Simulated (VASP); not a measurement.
Here is a VASP 6.6.1 calculation.

The input POSCAR:

```
Pt
1.0
    0.0000000000      1.9609000000      1.9609000000
    1.9609000000      0.0000000000      1.9609000000
    1.9609000000      1.9609000000      0.0000000000
Pt
1
Direct
    0.0000000000      0.0000000000      0.0000000000
```

File INCAR.step1:

```
PREC = Accurate
ENCUT = 520
EDIFF = 1E-5
ISMEAR = -1
SIGMA = 0.05
LREAL = False
LASPH = True
NELM = 100
ALGO = Normal
ISIF = 2
LWAVE = True
LCHARG = False
GGA = PE
NBANDS = 11
```

File INCAR.step2:

```
PREC = Accurate
ENCUT = 520
EDIFF = 1E-6
ISMEAR = -1
SIGMA = 0.05
LREAL = False
LASPH = True
NELM = 100
ALGO = Normal
ISIF = 2
LWAVE = False
LCHARG = False
GGA = PE
LHFCALC = True
AEXX = 1.0
ALDAC = 0.0
AGGAC = 0.0
PRECFOCK = Normal
ISTART = 1
NBANDS = 11
```

The input KPOINTS:

```
Automatic mesh
0
Gamma
  6 6 6
```

Potentials or basis: VASP PAW PBE potentials, release 64 (Pt).

Launch:

```sh
$ cat potpaw_PBE.64/Pt/POTCAR > POTCAR
$ cp INCAR.step1 INCAR
$ mpirun -np 1 vasp_std > vasp.out
$ cp INCAR.step2 INCAR
$ mpirun -np 1 vasp_std > vasp.out
```

Problem. Estimate the band gap on the k mesh.

Solution. Zero (bands 5 and 6 overlap by 8.58 eV).

Problem. Estimate the pressure.

Solution. 8.7 GPa.

Caveat: the k points lie up to 0.46 Å⁻¹ apart, too coarse for converged energies and pressures of a metal; the PAW data sets were made with another functional, which shifts forces and pressure a little; spin-orbit coupling is left out, which moves the levels of the heavy elements.
